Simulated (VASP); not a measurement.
# SnSe (Fm-3m) in VASP: a series of runs

The runs below take SnSe through single point, relaxation of cell and atoms, with PBEsol.

Everything below comes from runs of VASP 6.6.1. Logs are shortened: lines on timing, memory, paths and dates and some standing lists are left out, and cuts for length are marked.

## 1. The cell of the first run

It takes space group Fm-3m (No. 225, cubic). The conventional cell has a = 5.788 Å, b = 5.788 Å, c = 5.788 Å, α = 90.00°, β = 90.00°, γ = 90.00°. Sn (site symmetry m-3m) has 6 Se at 2.89 Å within 3.8 Å. Within 3.8 Å of Se (site symmetry m-3m) lie 6 Sn at 2.89 Å.

## 2. Single point, PBEsol

INCAR reads:

```
  ALGO = Normal
  EDIFF = 1E-6
  ENCUT = 500
  GGA = PS
  GGA_COMPAT = F
  ISIF = 2
  ISMEAR = 0
  LASPH = T
  LCHARG = T
  LELF = T
  LREAL = F
  LVHAR = T
  LWAVE = F
  NBANDS = 17
  NELM = 120
  PREC = Accurate
  SIGMA = 0.01
```

KPOINTS reads:

```
k-points
0
Gamma
  6 6 6
```

POSCAR reads:

```
SnSe
1.0
    0.0000000000      2.8939839266      2.8939839266
    2.8939839266      0.0000000000      2.8939839266
    2.8939839266      2.8939839266      0.0000000000
Sn Se
1 1
Direct
    0.0000000000      0.0000000000      0.0000000000
    0.5000000000      0.5000000000      0.5000000000
```

Potentials or basis: VASP PAW PBE potentials, release 64 (Sn_d, Se).

Run with:

```sh
$ cat potpaw_PBE.64/Sn_d/POTCAR potpaw_PBE.64/Se/POTCAR > POTCAR
$ mpirun -np 1 vasp_std > vasp.out
```

OUTCAR:

```text
EDIFF = 1E-6
   ENCUT = 500
   GGA = PS
   ISIF = 2
   ISMEAR = 0
   LASPH = T
   LREAL = F
   NELM = 120
   PREC = Accurate

 ion  position               nearest neighbor table
   1  0.000  0.000  0.000-   2 2.89   2 2.89   2 2.89   2 2.89   2 2.89   2 2.89
   2  0.500  0.500  0.500-   1 2.89   1 2.89   1 2.89   1 2.89   1 2.89   1 2.89

  LATTYP: Found a face centered cubic cell.
 ALAT       =     5.7879678532

  Lattice vectors:

 A1 = (   0.0000000000,   2.8939839266,   2.8939839266)
 A2 = (   2.8939839266,   0.0000000000,   2.8939839266)
 A3 = (   2.8939839266,   2.8939839266,   0.0000000000)

Analysis of symmetry for initial positions (statically):
=====================================================================
 Subroutine PRICEL returns:
 Original cell was already a primitive cell.

 Routine SETGRP: Setting up the symmetry group for a
 face centered cubic supercell.

 Subroutine GETGRP returns: Found 48 space group operations
 (whereof 48 operations were pure point group operations)
 out of a pool of 48 trial point group operations.

The static configuration has the point symmetry O_h .

Analysis of symmetry for dynamics (positions and initial velocities):
=====================================================================
 Subroutine PRICEL returns:
 Original cell was already a primitive cell.

 Routine SETGRP: Setting up the symmetry group for a
 face centered cubic supercell.

 Subroutine GETGRP returns: Found 48 space group operations
 (whereof 48 operations were pure point group operations)
 out of a pool of 48 trial point group operations.

The dynamic configuration has the point symmetry O_h .

 Subroutine INISYM returns: Found 48 space group operations
 (whereof 48 operations are pure point group operations),
 and found     1 'primitive' translations

----------------------------------------------------------------------------------------

                                     Primitive cell

  volume of cell :      48.4751

  direct lattice vectors                    reciprocal lattice vectors
     0.000000000  2.893983927  2.893983927    -0.172772210  0.172772210  0.172772210
     2.893983927  0.000000000  2.893983927     0.172772210 -0.172772210  0.172772210
     2.893983927  2.893983927  0.000000000     0.172772210  0.172772210 -0.172772210

  length of vectors
     4.092711318  4.092711318  4.092711318     0.299250247  0.299250247  0.299250247

  position of ions in fractional coordinates (direct lattice)
     0.000000000  0.000000000  0.000000000
     0.500000000  0.500000000  0.500000000

  ion indices of the primitive-cell ions
   primitive index   ion index
                 1           1
                 2           2

----------------------------------------------------------------------------------------

 KPOINTS: k-points

Automatic generation of k-mesh.
 Grid dimensions read from file:
 generate k-points for:    6    6    6

 Generating k-lattice:

  Cartesian coordinates                     Fractional coordinates (reciprocal lattice)
    -0.028795368  0.028795368  0.028795368     0.166666667  0.000000000  0.000000000
     0.028795368 -0.028795368  0.028795368     0.000000000  0.166666667  0.000000000
     0.028795368  0.028795368 -0.028795368     0.000000000  0.000000000  0.166666667

  Length of vectors
     0.049875041  0.049875041  0.049875041

  Shift w.r.t. Gamma in fractional coordinates (k-lattice)
     0.000000000  0.000000000  0.000000000

 Subroutine IBZKPT returns following result:
 ===========================================

 Found     16 irreducible k-points:

 Following reciprocal coordinates:
            Coordinates               Weight
  0.000000  0.000000  0.000000      1.000000
  0.166667  0.000000  0.000000      8.000000
  0.333333  0.000000  0.000000      8.000000
  0.500000  0.000000  0.000000      4.000000
  0.166667  0.166667  0.000000      6.000000
  0.333333  0.166667  0.000000     24.000000
[... 8 lines left out ...]
 -0.333333  0.333333  0.166667     24.000000
 -0.333333  0.500000  0.166667     12.000000
   k-points           NKPTS =     16   k-points in BZ     NKDIM =     16   number of bands    NBANDS=     17
   number of dos      NEDOS =    301   number of ions     NIONS =      2
   total plane-waves  NPLWV =  27000
   dimension x,y,z NGX =    30 NGY =   30 NGZ =   30
   dimension x,y,z NGXF=    60 NGYF=   60 NGZF=   60
   ions per type =               1   1
   NGX,Y,Z   is equivalent  to a cutoff of  12.19, 12.19, 12.19 a.u.
   NGXF,Y,Z  is equivalent  to a cutoff of  24.37, 24.37, 24.37 a.u.
 SYSTEM =  unknown system
   PREC   = accura    normal or accurate (medium, high low for compatibility)
   ISTART =      0    job   : 0-new  1-cont  2-samecut
   ICHARG =      2    charge: 1-file 2-atom 10-const
   ISPIN  =      1    spin polarized calculation?
   LNONCOLLINEAR =      F non collinear calculations
   LSORBIT =      F    spin-orbit coupling
   LASPH  =      T    aspherical Exc in radial PAW
   ENCUT  =  500.0 eV  36.75 Ry    6.06 a.u.   7.46  7.46  7.46*2*pi/ulx,y,z
   NELM   =    120;   NELMIN=  2; NELMDL= -5     # of ELM steps
   EDIFF  = 0.1E-05   stopping-criterion for ELM
   LREAL  =      F    real-space projection
   EDIFFG = 0.1E-04   stopping-criterion for IOM
   NSW    =      0    number of steps for IOM
   IBRION =     -1    ionic relax: 0-MD 1-quasi-New 2-CG
   NFREE  =      0    steps in history (QN), initial steepest desc. (CG)
   ISIF   =      2    stress and relaxation
   ISYM   =      2    0-nonsym 1-usesym 2-fastsym
   POTIM  = 0.5000    time-step for ionic-motion
   TEBEG  =    0.0;   TEEND  =   0.0 temperature during run
   PSTRESS=    0.0 pullay stress
   NELECT =      20.0000    total number of electrons
   NUPDOWN=      -1.0000    fix difference up-down
   EMIN   =  10.00;   EMAX   =-10.00  energy-range for DOS
   EFERMI =   0.00;   METHOD = LEGACY
   ISMEAR =     0;   SIGMA  =   0.01  broadening in eV -4-tet -1-fermi 0-gaus
   EFERMI_NEDOS =   21; number of points for ismear=-14 and -15
   IALGO  =     38    algorithm
   IMIX   =      4    mixing-type and parameters
     AMIX     =   0.40;   BMIX     =  1.00
     AMIX_MAG =   1.60;   BMIX_MAG =  1.00
  volume/ion in A,a.u.               =      24.24       163.56
  Fermi-wavevector in a.u.,A,eV,Ry     =   1.218743  2.303090 20.209195  1.485334
  Thomas-Fermi vector in A             =   2.354019
   LORBIT       =      0    0 simple, 1 ext, 2 COOP (PROOUT), +10 PAW based schemes
   GGA     = PS    functional components
   LHFCALC =     F    Hartree Fock is set to
   AEXX    =    0.0000 exact exchange contribution
   IVDW    =     0    specifies the selected vdW correction
   LEPSILON=     F    determine dielectric tensor
   LRPA    =     F    only Hartree local field effects (RPA)
 non-spin polarized calculation
 Gauss-broadening in eV      SIGMA  =   0.01
  energy-cutoff  :      500.00
  volume of cell :       48.48
 maximum number of plane-waves:      1247
 NGX is ok and might be reduce to    30
   NGX = 15   NGY = 15   NGZ = 15

 number of electron      19.9999995 magnetization

 Free energy of the ion-electron system (eV)
  ---------------------------------------------------
  ext. energy  EPLUGINS =         0.00000000
  ---------------------------------------------------
  free energy    TOTEN  =        -8.95275437 eV

  energy without entropy =       -8.95275437  energy(sigma->0) =       -8.95275437

 E-fermi :   6.7665     XC(G=0): -10.3232

 val. band max:        6.6416680618   @ k =   0.5000   0.0000   0.0000
 cond. band min:       7.8583624595   @ k =   0.5000   0.0000   0.0000
 fundamental gap:      1.2166943977
 Fermi energy:         6.7664984891

 k-point     1 :       0.0000    0.0000    0.0000
  band No.  band energies     occupation
      1     -14.6841      2.00000
      2     -14.6841      2.00000
      3     -14.6781      2.00000
      4     -14.6781      2.00000
      5     -14.6781      2.00000
      6      -7.9339      2.00000
[... 9 lines left out ...]
     16      12.4762      0.00000
     17      14.6912      0.00000

 k-point     2 :       0.1667    0.0000    0.0000
  band No.  band energies     occupation
      1     -14.6871      2.00000
      2     -14.6871      2.00000
      3     -14.6773      2.00000
      4     -14.6733      2.00000
      5     -14.6733      2.00000
      6      -7.6961      2.00000
[... 9 lines left out ...]
     16      13.1848      0.00000
     17      16.8646      0.00000

 k-point     3 :       0.3333    0.0000    0.0000
  band No.  band energies     occupation
      1     -14.6942      2.00000
      2     -14.6942      2.00000
      3     -14.6757      2.00000
      4     -14.6627      2.00000
      5     -14.6627      2.00000
      6      -7.1075      2.00000
[... 9 lines left out ...]
     16      14.9575      0.00000
     17      19.4137      0.00000

 k-point     4 :       0.5000    0.0000    0.0000
  band No.  band energies     occupation
      1     -14.6979      2.00000
      2     -14.6979      2.00000
      3     -14.6750      2.00000
      4     -14.6573      2.00000
      5     -14.6573      2.00000
      6      -6.7144      2.00000
[... 9 lines left out ...]
     16      17.1418      0.00000
     17      17.3884      0.00000

 k-point     5 :       0.1667    0.1667    0.0000
  band No.  band energies     occupation
      1     -14.6941      2.00000
      2     -14.6810      2.00000
      3     -14.6809      2.00000
      4     -14.6709      2.00000
      5     -14.6709      2.00000
      6      -7.6145      2.00000
[... 9 lines left out ...]
     16      14.4640      0.00000
     17      15.4810      0.00000

 k-point     6 :       0.3333    0.1667    0.0000
  band No.  band energies     occupation
      1     -14.7038      2.00000
      2     -14.6838      2.00000
      3     -14.6800      2.00000
      4     -14.6645      2.00000
      5     -14.6610      2.00000
      6      -7.1329      2.00000
[... 9 lines left out ...]
     16      15.9740      0.00000
     17      17.9033      0.00000

 k-point     7 :       0.5000    0.1667    0.0000
  band No.  band energies     occupation
      1     -14.7069      2.00000
      2     -14.6906      2.00000
      3     -14.6739      2.00000
      4     -14.6614      2.00000
      5     -14.6558      2.00000
      6      -6.6259      2.00000
[... 9 lines left out ...]
     16      17.3397      0.00000
     17      17.8913      0.00000

 k-point     8 :      -0.3333    0.1667    0.0000
  band No.  band energies     occupation
      1     -14.7005      2.00000
      2     -14.6938      2.00000
      3     -14.6721      2.00000
      4     -14.6613      2.00000
      5     -14.6611      2.00000
      6      -6.7612      2.00000
[... 9 lines left out ...]
     16      16.5246      0.00000
     17      18.2541      0.00000

 k-point     9 :      -0.1667    0.1667    0.0000
  band No.  band energies     occupation
      1     -14.6918      2.00000
      2     -14.6906      2.00000
      3     -14.6761      2.00000
      4     -14.6702      2.00000
      5     -14.6650      2.00000
      6      -7.3334      2.00000
[... 9 lines left out ...]
     16      15.5668      0.00000
     17      16.4225      0.00000

 k-point    10 :       0.3333    0.3333    0.0000
  band No.  band energies     occupation
      1     -14.7220      2.00000
      2     -14.6868      2.00000
      3     -14.6746      2.00000
      4     -14.6561      2.00000
      5     -14.6561      2.00000
      6      -6.8178      2.00000
[... 9 lines left out ...]
     16      18.0832      0.00000
     17      18.0974      0.00000

 k-point    11 :       0.5000    0.3333    0.0000
  band No.  band energies     occupation
      1     -14.7282      2.00000
      2     -14.6840      2.00000
      3     -14.6771      2.00000
      4     -14.6540      2.00000
      5     -14.6516      2.00000
      6      -6.4205      2.00000
[... 9 lines left out ...]
     16      18.1517      0.00000
     17      18.6707      0.00000

 k-point    12 :      -0.3333    0.3333    0.0000
  band No.  band energies     occupation
      1     -14.7168      2.00000
      2     -14.6855      2.00000
      3     -14.6725      2.00000
      4     -14.6613      2.00000
      5     -14.6554      2.00000
      6      -6.3887      2.00000
[... 9 lines left out ...]
     16      16.2762      0.00000
     17      18.9335      0.00000

 k-point    13 :       0.5000    0.5000    0.0000
  band No.  band energies     occupation
      1     -14.7397      2.00000
      2     -14.6897      2.00000
      3     -14.6714      2.00000
      4     -14.6485      2.00000
      5     -14.6485      2.00000
      6      -6.3002      2.00000
[... 9 lines left out ...]
     16      19.5160      0.00000
     17      19.7558      0.00000

 k-point    14 :       0.5000    0.3333    0.1667
  band No.  band energies     occupation
      1     -14.7133      2.00000
      2     -14.6845      2.00000
      3     -14.6780      2.00000
      4     -14.6599      2.00000
      5     -14.6565      2.00000
      6      -6.6676      2.00000
[... 9 lines left out ...]
     16      17.0055      0.00000
     17      17.7485      0.00000

 k-point    15 :      -0.3333    0.3333    0.1667
  band No.  band energies     occupation
      1     -14.7161      2.00000
      2     -14.6866      2.00000
      3     -14.6696      2.00000
      4     -14.6669      2.00000
      5     -14.6523      2.00000
      6      -6.3885      2.00000
[... 9 lines left out ...]
     16      18.5045      0.00000
     17      18.6186      0.00000

 k-point    16 :      -0.3333    0.5000    0.1667
  band No.  band energies     occupation
      1     -14.7278      2.00000
      2     -14.6798      2.00000
      3     -14.6795      2.00000
      4     -14.6591      2.00000
      5     -14.6485      2.00000
      6      -6.2754      2.00000
[... 9 lines left out ...]
     16      18.6285      0.00000
     17      19.8408      0.00000

------------------------ aborting loop because EDIFF is reached ----------------------------------------

  FORCE on cell =-STRESS in cart. coord.  units (eV):
  Direction    XX          YY          ZZ          XY          YZ          ZX
  --------------------------------------------------------------------------------------
  -------------------------------------------------------------------------------------
  Total        1.5177087      1.5177087      1.5177087      0.0000000      0.0000000     -0.0000000
  in kB       50.1626718     50.1626718     50.1626718      0.0000000      0.0000000     -0.0000000
  external PRESSURE =      50.1626718 kB  Pullay stress =       0.0000000 kB

 VOLUME and BASIS-vectors are now :
 -----------------------------------------------------------------------------
  energy-cutoff  :      500.00
  volume of cell :       48.48
      direct lattice vectors                 reciprocal lattice vectors
     0.000000000  2.893983927  2.893983927    -0.172772210  0.172772210  0.172772210
     2.893983927  0.000000000  2.893983927     0.172772210 -0.172772210  0.172772210
     2.893983927  2.893983927  0.000000000     0.172772210  0.172772210 -0.172772210

 POSITION                                       TOTAL-FORCE (eV/Angst)
 -----------------------------------------------------------------------------------
      0.00000      0.00000      0.00000        -0.000000      0.000000      0.000000
      2.89398      2.89398      2.89398         0.000000     -0.000000     -0.000000
 -----------------------------------------------------------------------------------
    total drift:                               -0.000000      0.000000      0.000000

  FREE ENERGIE OF THE ION-ELECTRON SYSTEM (eV)
  ---------------------------------------------------
  free  energy   TOTEN  =        -8.9527543692 eV

  energy  without entropy=       -8.9527543692  energy(sigma->0) =       -8.95275437
```

Wall time 9 s (1 thread of AMD EPYC 9R45 (Zen 5), shared host); peak memory 0.14 GiB.

Results:

| Property | Result |
| --- | --- |
| Free energy | -8.9528 eV |
| Pressure | 5.0 GPa |
| Band gap on the k mesh | 1.22 eV, direct |

Levels at points of the mesh, in eV from the valence-band top:
| k point | band 7 | band 8 | band 9 | band 10 | band 11 | band 12 | band 13 | band 14 |
| --- | --- | --- | --- | --- | --- | --- | --- | --- |
| (0.00, 0.00, 0.00) | -4.52 | -2.36 | -2.36 | -2.36 | 4.91 | 4.91 | 4.91 | 5.83 |
| (0.50, 0.00, 0.00) | -8.57 | -2.08 | -2.08 | 0.00 | 1.22 | 1.30 | 1.30 | 8.64 |
| (0.50, 0.50, 0.00) | -6.19 | -5.90 | -4.06 | -4.06 | 2.68 | 6.18 | 6.18 | 6.89 |

Caveat: the PAW data sets were made with another functional, which shifts forces and pressure a little; spin-orbit coupling is left out, which moves the levels of the heavy elements.

## 3. Relaxation of cell and atoms, PBEsol, target pressure 5 GPa, at which the enthalpy is minimised

This run uses another cell than the first one, of 27.27 Å³/atom, 1.125 times its volume.

INCAR reads:

```
SYSTEM = SnSe
PREC     = Accurate       ! precision mode
ENCUT    = 500            ! plane-wave cutoff, eV
EDIFF    = 1E-7           ! SCF threshold, eV
ISMEAR   = 0              ! smearing method
SIGMA    = 0.01           ! smearing width, eV
LREAL    = .FALSE.        ! projectors in reciprocal space
LASPH    = .TRUE.         ! aspherical terms in the spheres
NELM     = 120            ! most SCF steps
ALGO     = Normal         ! electronic algorithm
ISIF     = 3              ! what is computed and relaxed
LWAVE    = .FALSE.        ! write WAVECAR
LCHARG   = .FALSE.        ! write CHGCAR
GGA      = PS             ! functional
IBRION   = 2              ! ionic algorithm
NSW      = 60             ! ionic steps
EDIFFG   = -0.02          ! ionic threshold
PSTRESS  = 50.0         
GGA_COMPAT= .FALSE.      
NELMIN   = 4
```

KPOINTS reads:

```
Automatic mesh
0
G
  6 6 6
  0 0 0
```

POSCAR reads:

```
SnSe
1.0
    0.0000000000      3.0100000000      3.0100000000
    3.0100000000      0.0000000000      3.0100000000
    3.0100000000      3.0100000000      0.0000000000
Sn Se
1 1
Direct
    0.0000000000      0.0000000000      0.0000000000
    0.5000000000      0.5000000000      0.5000000000
```

Potentials or basis: VASP PAW PBE potentials, release 64 (Sn_d, Se).

Run with:

```sh
$ cat potpaw_PBE.64/Sn_d/POTCAR potpaw_PBE.64/Se/POTCAR > POTCAR
$ mpirun -np 1 vasp_std > vasp.out
```

Run time: 24 s. Hardware: 1 thread of AMD EPYC 9R45 (Zen 5), shared host; peak memory 0.16 GiB.

Results (log left out):

| Property | Result |
| --- | --- |
| Free energy | -8.9557 eV |
| Relaxed volume | 24.26 Å³/atom |
| Relaxed cell | a = 4.094 Å, b = 4.094 Å, c = 4.094 Å, α = 60.00°, β = 60.00°, γ = 60.00° |
| Space group after relaxing (to 0.05 Å) | Fm-3m (No. 225) |
| Energy change on relaxing (the enthalpy is what falls) | +18.4 meV/atom |
| Ionic steps | 3 |
| Pressure after relaxing | 5.0 GPa |
| Band gap on the k mesh | 1.21 eV, direct |

Step by step:
```tsv
step	energy change (eV)	largest force (eV/Å)	pressure (GPa)	volume (Å³)
1	0.0000	0.0000	-2.25	54.54
2	0.1905	0.0000	11.02	45.37
3	0.0369	0.0000	4.96	48.52
```

Final structure:
```cif
data_structure
_symmetry_space_group_name_H-M 'P 1'
_symmetry_Int_Tables_number 1
_cell_length_a 4.0940
_cell_length_b 4.0940
_cell_length_c 4.0940
_cell_angle_alpha 60.000
_cell_angle_beta 60.000
_cell_angle_gamma 60.000
_cell_volume 48.52
loop_
_atom_site_label
_atom_site_type_symbol
_atom_site_fract_x
_atom_site_fract_y
_atom_site_fract_z
_atom_site_occupancy
Sn1 Sn 0.00000 0.00000 0.00000 1
Se1 Se 0.50000 0.50000 0.50000 1
```

Levels at points of the mesh, in eV from the valence-band top:
```csv
k point,band 7,band 8,band 9,band 10,band 11,band 12,band 13,band 14
"(0.00, 0.00, 0.00)",-4.52,-2.36,-2.36,-2.36,4.91,4.91,4.91,5.83
"(0.50, 0.00, 0.00)",-8.57,-2.08,-2.08,0.00,1.21,1.30,1.30,8.63
"(0.50, 0.50, 0.00)",-6.19,-5.90,-4.06,-4.06,2.68,6.18,6.18,6.88
```

Caveat: the cell is relaxed towards a set pressure, so the enthalpy falls and the energy may rise; the PAW data sets were made with another functional, which shifts forces and pressure a little; spin-orbit coupling is left out, which moves the levels of the heavy elements. A k mesh can miss the band edges.
